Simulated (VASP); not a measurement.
Runs of VASP 6.6.1 on In4PN3. The structure is that of space group I-42m (No. 121), or close to it. The cells are those of the table. 

```csv
cell,gap on the mesh (eV),pressure (GPa),largest force (eV/Å)
"a = 6.414 Å, angles 131.2, 131.2, 71.5°, 8 atoms",0.02,0.1,0.02
"a = 6.478 Å, angles 131.2, 131.2, 71.5°, 8 atoms",0.02,(a),0.05
"a = 6.283 Å, angles 131.2, 131.2, 71.5°, 8 atoms",0.02,7.2,0.05
"a = 6.349 Å, angles 131.2, 131.2, 71.5°, 8 atoms",0.02,3.4,0.01
```

Alike in all rows: task single point; level PBE; potentials or basis VASP PAW PBE potentials, release 64 (N, In_d, P); no spin polarisation; k mesh 6 × 6 × 6; cutoff (eV) 520; smearing fermi-dirac 0.02 eV.

Task: Estimate the missing entries.

Result: (a) -2.7.

Caveats: the smearing spreads over this small gap; semilocal functionals underestimate gaps, and a narrow one can read as zero; spin-orbit coupling is left out, which moves the levels of the heavy elements; the cell stands under pressure (at least some runs).

A k mesh can miss the band edges, and the runs leave out spin-orbit coupling on In.
